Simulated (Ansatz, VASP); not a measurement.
## One calculation of BaTiO3, two programs

```
Ba Ti O
1.0
     4.02061    0.00000    0.00000
     0.00000    4.02061    0.00000
     0.00000    0.00000    4.02061
Ba Ti O
1 1 3
Cartesian
  2.0103 2.0103 2.0103
  0.0000 0.0000 0.0000
  2.0103 0.0000 0.0000
  0.0000 2.0103 0.0000
  0.0000 0.0000 2.0103
```

Change from the starting cell: volume scaled by 1.01, crystal datasets.

Alike in both runs: task electric field gradients; functional PBE; k mesh 8 × 8 × 8; occupations fermi-dirac, width 0.05 eV; no spin polarisation.

```csv
,VASP,Ansatz
version,VASP 6.6.1,Ansatz 0.2.0
potentials or method,"VASP PAW PBE potentials, release 64 (Ba_sv, Ti_sv, O), cutoff 520 eV","all-electron PAW with datasets made for the crystal, scalar-relativistic"
```

|  | VASP | Ansatz | Ansatz less VASP |
| --- | --- | --- | --- |
| pressure (GPa) | 1.5 | -0.1 | -1.69 |
| size of Vzz on the site where it differs most (V/Å²) | 26.0 | 26.0 | -0.08 |

Ansatz ran all-electron here, and VASP with PAW potentials.

Neither program's run includes spin-orbit coupling.
